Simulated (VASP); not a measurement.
Write the native input for VASP 6.6.1 that does the following.

| Quantity | Value |
| --- | --- |
| Task | relaxation of the atoms |
| Functional | LDA |
| Potentials or basis | VASP PAW LDA potentials, release 64 (Be, N) |
| Cutoff | 520 eV |
| k mesh | 6 × 4 × 1 |
| Occupations | gaussian, width 0.1 eV |
| Spin | no spin polarisation |
| Dipole correction | yes |
| Atoms held fixed (from 0) | [0, 1, 2, 3, 4, 5, 6, 7, 8, 9, 10, 11, 12, 13, 14, 15, 16, 17, 18, 19, 20, 21, 22, 23] |
| Further INCAR settings | LREAL = Auto; ALGO = Normal; EDIFF = 1e-07; IBRION = 2; EDIFFG = -0.025; NSW = 36 |
| Atoms held along some axes (from 0) | atom 24 along a and b |

The structure of Be24N lies in POSCAR:

```
Be24N
1.0
    4.4524297775      0.0000000000      0.0000000000
    0.0000000000      7.0331519566      0.0000000000
    0.0000000000      0.0000000000     19.7998741761
Be N
24 1
Selective dynamics
Direct
    0.0000000000      0.3750000000      0.2020214858  F F F
    0.0000000000      0.8750000000      0.2020214858  F F F
    0.5000000000      0.3750000000      0.2020214858  F F F
    0.5000000000      0.8750000000      0.2020214858  F F F
    0.2500000000      0.1250000000      0.2344789084  F F F
    0.2500000000      0.6250000000      0.2344789084  F F F
    0.7500000000      0.1250000000      0.2344789084  F F F
    0.7500000000      0.6250000000      0.2344789084  F F F
    0.2500000000      0.3750000000      0.2993937535  F F F
    0.2500000000      0.8750000000      0.2993937535  F F F
    0.7500000000      0.3750000000      0.2993937535  F F F
    0.7500000000      0.8750000000      0.2993937535  F F F
    0.0000000000      0.1250000000      0.3261495638  F F F
    0.0000000000      0.6250000000      0.3261495638  F F F
    0.5000000000      0.1250000000      0.3261495638  F F F
    0.5000000000      0.6250000000      0.3261495638  F F F
    0.0000000000      0.3750000000      0.3969669031  F F F
    0.0000000000      0.8750000000      0.3969669031  F F F
    0.5000000000      0.3750000000      0.3969669031  F F F
    0.5000000000      0.8750000000      0.3969669031  F F F
    0.2500000000      0.1250000000      0.4191882283  F F F
    0.2500000000      0.6250000000      0.4191882283  F F F
    0.7500000000      0.1250000000      0.4191882283  F F F
    0.7500000000      0.6250000000      0.4191882283  F F F
    0.5000000000      0.2500000000      0.4519229047  F F T
```

These files were run (other wordings do the same):

INCAR

```
SYSTEM = Be24N
ALGO = Normal
DIPOL = 0.5 0.5 0.319
EDIFF = 1E-7
EDIFFG = -0.025
ENCUT = 520
IBRION = 2
IDIPOL = 3
ISIF = 2
ISMEAR = 0
KPAR = 4
LASPH = .TRUE.
LCHARG = .FALSE.
LDIPOL = .TRUE.
LREAL = Auto
LWAVE = .FALSE.
NELM = 80
NSW = 36
PREC = Accurate
SIGMA = 0.1
```

KPOINTS

```
k-points
0
G
  6 4 1
  0 0 0
```

Potentials or basis: VASP PAW LDA potentials, release 64 (Be, N).

Launch:

```sh
$ cat potpaw_LDA.64/Be/POTCAR potpaw_LDA.64/N/POTCAR > POTCAR
$ mpirun -np 4 vasp_std > vasp.out
```

It gave:

The energy gained by relaxing is 12.2 meV/atom. The ionic steps are 3. The band gap on the k mesh is zero (an odd number of electrons rules out a gap without spin polarisation).

Run time: 11 min on 4 MPI ranks on Intel(R) Xeon(R) Platinum 8259CL CPU @ 2.50GHz (Skylake/Cascade Lake), with other jobs on the host, peak memory 0.59 GiB a rank.
